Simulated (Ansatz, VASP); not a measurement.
## One calculation of HfPb3, two programs

File INCAR:

```
ALGO = Fast ; EDIFF = 1E-6
ENCUT = 520 ; GGA = PS
ISIF = 2 ; ISMEAR = 0
LASPH = T ; LCHARG = F
LREAL = F ; LWAVE = F
NBANDS = 34 ; NELM = 100
PREC = Accurate ; SIGMA = 0.05
```

The input KPOINTS:

```
k-points
0
Gamma
  8 8 8
```

The input POSCAR:

```
HfPb3
1.0
    4.7354189284      0.0000000000      0.0000000000
    0.0000000000      4.7354189284      0.0000000000
    0.0000000000      0.0000000000      4.7354189284
Hf Pb
1 3
Direct
    0.0000000000      0.0000000000      0.0000000000
    0.0000000000      0.5000000000      0.5000000000
    0.5000000000      0.5000000000      0.0000000000
    0.5000000000      0.0000000000      0.5000000000
```

Input for Ansatz:

```yaml
crystal:
  lattice:
    - [4.7354189284, 0.0, 0.0]
    - [0.0, 4.7354189284, 0.0]
    - [0.0, 0.0, 4.7354189284]
  atoms:
    - { symbol: Hf, position: [0.0, 0.0, 0.0] }
    - { symbol: Pb, position: [0.0, 0.5, 0.5] }
    - { symbol: Pb, position: [0.5, 0.5, 0.0] }
    - { symbol: Pb, position: [0.5, 0.0, 0.5] }
basis:
  ecutwfc: 420
  ecutrho_ratio: 4
kpoints:
  mp_grid: { grid: [8, 8, 8] }
hamiltonian:
  xc: pbesol
scf:
  occupations: { method: gaussian, width: 0.05 }
output:
  forces: true
  stress: true
  eigenvalues: true
```

Alike in both runs: task single point; functional PBEsol; k mesh 8 × 8 × 8; occupations gaussian, width 0.05 eV; no spin polarisation.

|  | VASP | Ansatz |
| --- | --- | --- |
| version | VASP 6.6.1 | Ansatz 0.2.0 |
| potentials or method | VASP PAW PBE potentials, release 64 (Hf_pv, Pb_d), cutoff 520 eV | scalar-relativistic, plane waves, PAW |
| valence electrons in the cell | 52 | 68 |

|  | VASP | Ansatz | Ansatz less VASP |
| --- | --- | --- | --- |
| gap on the k mesh at the Fermi level (eV) | none | none | - |
| pressure (GPa) | -1.4 | -1.3 | +0.18 |

VASP's potentials were made for PBE, not for PBEsol. A gap of «none» marks a metal or a gap that the smearing closes. VASP's potentials hold 52 valence electrons a cell and Ansatz's 68, so a difference there can come from the potentials and not from the codes.

Neither program's run includes spin-orbit coupling.
